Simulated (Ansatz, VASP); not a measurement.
Cu in VASP and in Ansatz

Contents of POSCAR:

```
Cu
1.0
    0.0000000000      1.7706018915      1.7706018915
    1.7706018915      0.0000000000      1.7706018915
    1.7706018915      1.7706018915      0.0000000000
Cu
1
Direct
    0.0000000000      0.0000000000      0.0000000000
```

File INCAR.step1:

```
PREC = Accurate
ENCUT = 580
EDIFF = 1E-5
ISMEAR = -1
SIGMA = 0.05
LREAL = F
LASPH = T
NELM = 120
ALGO = Normal
ISIF = 2
LWAVE = T
LCHARG = F
NBANDS = 12
GGA = PE
GGA_COMPAT = F
```

INCAR.step2

```
PREC = Accurate
ENCUT = 580
EDIFF = 1E-6
ISMEAR = -1
SIGMA = 0.05
LREAL = F
LASPH = T
NELM = 120
ALGO = Normal
ISIF = 2
LWAVE = F
LCHARG = F
METAGGA = R2SCAN
LHFCALC = T
AEXX = 0.5
LMIXTAU = T
PRECFOCK = Normal
NBANDS = 12
ISTART = 1
GGA_COMPAT = F
```

Contents of KPOINTS:

```
regular mesh
0
Gamma
  7 7 7
```

input.yaml

```yaml
crystal:
  lattice:
    - [0.0, 1.7706018915, 1.7706018915]
    - [1.7706018915, 0.0, 1.7706018915]
    - [1.7706018915, 1.7706018915, 0.0]
  atoms:
    - { symbol: Cu, position: [0.0, 0.0, 0.0] }
hamiltonian:
  xc: r2scan50
  pseudopotentials: { kind: paw }
kpoints:
  mp_grid: { grid: [7, 7, 7] }
scf:
  occupations: { method: fermi_dirac, width: 0.05 }
output:
  forces: true
  stress: true
  eigenvalues: true
  write_density: true
  write_potential: true
  elf: true
  volumetric_format: npy
```

Alike in both runs: task single point; functional r2SCAN50; k mesh 7 × 7 × 7; occupations fermi-dirac, width 0.05 eV; no spin polarisation.

|  | VASP | Ansatz |
| --- | --- | --- |
| version | VASP 6.6.1 | Ansatz 0.2.0 |
| potentials or method | VASP PAW PBE potentials, release 64 (Cu) | Ansatz PAW |
| plane-wave cutoff (eV) | 580 | 500 |
| valence electrons in the cell | 11 | 19 |

Ansatz gave:

* gap on the k mesh at the Fermi level (eV): none
* pressure (GPa): 10.2

Task: Which values does VASP return?

Result: gap on the k mesh at the Fermi level (eV): none; pressure (GPa): 10.3.

VASP's potentials were made for PBE, not for r2SCAN50. A gap of «none» marks a metal or a gap that the smearing closes. VASP's potentials hold 11 valence electrons a cell and Ansatz's 19, so a difference there can come from the potentials and not from the codes.

The k mesh is coarse, so the values compare programs but aren't converged.
